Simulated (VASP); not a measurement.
Set up this calculation in VASP 6.6.1, as the native input.

```yaml
Task: single point
Functional: PBE
Potentials_or_basis: VASP PAW PBE potentials, release 64 (Al, Ga_d, C, N)
Cutoff: 520 eV
k_mesh: 4 × 4 × 4
Occupations: gaussian, width 0.1 eV
Spin: collinear spin, ferromagnetic start
Starting_moments: "[0.0, 0.0, 1.0, 1.0, 1.0, 1.0, 1.0, 1.0, 1.0, 1.0] μB"
Dipole_correction: no
Further_INCAR_settings: ALGO = Normal; EDIFF = 1e-06; NBANDS = 41
```

The structure of AlGaC4N4 lies in POSCAR:

```
AlGaC4N4
1.0
    4.5028974900     -5.0300000000      0.0000000000
    4.5028974900      5.0300000000      0.0000000000
   -1.6934953100      0.0000000000      4.1723086400
Al Ga C N
1 1 4 4
Direct
    0.0000000000      0.0000000000      0.0000000000
    0.5000000000      0.5000000000      0.0000000000
    0.1863817100      0.8136182900      0.0000000000
    0.8136182900      0.1863817100      0.0000000000
    0.1863817100      0.1863817100      0.3727634200
    0.8136182900      0.8136182900      0.6272365800
    0.3026839000      0.6973161000      0.0000000000
    0.6973161000      0.3026839000      0.0000000000
    0.3026839000      0.3026839000      0.6053677900
    0.6973161000      0.6973161000      0.3946322100
```

One way to write it, as run:

INCAR

```
SYSTEM = AlGaC4N4
PREC     = Accurate       ! precision mode
ENCUT    = 520            ! plane-wave cutoff, eV
EDIFF    = 1E-6           ! SCF threshold, eV
ISMEAR   = 0              ! smearing method
SIGMA    = 0.1            ! smearing width, eV
LREAL    = .FALSE.        ! projectors in reciprocal space
LASPH    = .TRUE.         ! aspherical terms in the spheres
NELM     = 150            ! most SCF steps
ALGO     = Normal         ! electronic algorithm
ISIF     = 2              ! what is computed and relaxed
LWAVE    = .FALSE.        ! write WAVECAR
LCHARG   = .FALSE.        ! write CHGCAR
ISPIN    = 2              ! spin polarisation
MAGMOM   = 0 0 1 1 1 1 1 1 1 1 ! initial moments
LORBIT   = 11             ! projections on sites
GGA      = PE             ! functional
NBANDS   = 41             ! bands
```

KPOINTS

```
regular mesh
0
G
  4 4 4
  0 0 0
```

Potentials or basis: VASP PAW PBE potentials, release 64 (Al, Ga_d, C, N).

Command:

```console
$ cat potpaw_PBE.64/Al/POTCAR potpaw_PBE.64/Ga_d/POTCAR potpaw_PBE.64/C/POTCAR potpaw_PBE.64/N/POTCAR > POTCAR
$ mpirun -np 1 vasp_std > vasp.out
```

It gave:

- Pressure: 3.8 GPa
- Largest force: 2.562 eV/Å
- Band gap on the k mesh: zero (filled and empty bands overlap)
- Net moment: 0.00 μB per cell
- Valence electrons inside the program's atomic spheres: Al 0.89; Ga 11.50; C 2.62; N 3.91

Caveat: the k points lie up to 0.38 Å⁻¹ apart; forces of over 1 eV/Å act on the atoms, so gaps and moduli don't describe the material at rest.

It took 3.5 min on 1 thread of Intel(R) Xeon(R) 6975P-C (Granite Rapids) (shared host), peak memory 0.51 GiB.
